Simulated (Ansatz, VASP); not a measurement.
Ir2Pt: VASP beside Ansatz

```
Ir Pt
1.0
     5.23183    0.00000    0.00000
     0.00000    5.23183    0.00000
     0.00000    0.00000    4.47089
Ir Pt
4 2
Direct
  0.33021 0.33021 0.00000
  0.16979 0.83021 0.50000
  0.66979 0.66979 0.00000
  0.83021 0.16979 0.50000
  0.00000 0.00000 0.00000
  0.50000 0.50000 0.50000
```

Alike in both runs: functional PBE; k mesh 8 × 8 × 8; occupations gaussian, width 0.1 eV; no spin polarisation.

Ansatz relaxed the structure, and its values are those at the end. VASP's run is a single point on that final structure, the one shown.

|  | VASP | Ansatz |
| --- | --- | --- |
| version | VASP 6.6.1 | Ansatz 0.2.0 |
| potentials or method | VASP PAW PBE potentials, release 64 (Ir, Pt), cutoff 520 eV | scalar-relativistic, plane waves, PAW |
| valence electrons in the cell | 56 | 104 |

```tsv
	VASP	Ansatz	Ansatz less VASP
gap on the k mesh at the Fermi level (eV)	none	none	-
pressure (GPa)	-0.2	0.0	+0.15
rms of the force components (eV/Å)	0.022	0.001	-0.0207
```

A gap of «none» marks a metal or a gap that the smearing closes. VASP's potentials hold 56 valence electrons a cell and Ansatz's 104, so a difference there can come from the potentials and not from the codes.

Spin-orbit coupling is off throughout.
